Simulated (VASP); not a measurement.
Crystal: TaRe.

```xyz
2
Lattice="1.5963 -2.2893 0.0000 1.5963 2.2893 0.0000 0.0000 0.0000 4.4441" Properties=species:S:1:pos:R:3 pbc="T T T"
Ta    1.5963    0.0000    2.2220
Re    0.0000    0.0000    0.0000
```

* Program: VASP 6.6.1
* Task: relaxation of volume and atoms at fixed shape
* Functional: LDA
* Potentials or basis: VASP PAW LDA potentials, release 64 (Ta_sv_GW, Re_sv_GW)
* Cutoff: 560 eV
* k mesh: 8 × 8 × 5
* Occupations: gaussian, width 0.05 eV
* Spin: no spin polarisation

At the start: pressure -11.0 GPa; volume 16.24 Å³/atom.

Task: Where does the relaxation end?

Result: Over 7 steps the energy falls by 21.4 meV/atom and the volume is 15.64 Å³/atom (-3.7 %); space group Cmmm (No. 65, to 0.1 Å) before and after.

Step by step:
```tsv
step	energy change (eV)	largest force (eV/Å)	pressure (GPa)	volume (Å³)
1	0.0000	0.0000	-11.01	32.48
2	0.5023	0.0000	51.99	27.51
3	-0.0427	0.0000	-0.56	31.33
4	-0.0428	0.0000	-0.11	31.28
5	-0.0428	0.0000	0.13	31.26
6	-0.0427	0.0000	-0.33	31.31
7	-0.0428	0.0000	0.00	31.27
```

Final structure:
```
Ta Re
1.0
     1.57626   -2.26054    0.00000
     1.57626    2.26054    0.00000
     0.00000    0.00000    4.38822
Ta Re
1 1
Cartesian
  1.5763 0.0000 2.1941
  0.0000 0.0000 0.0000
```
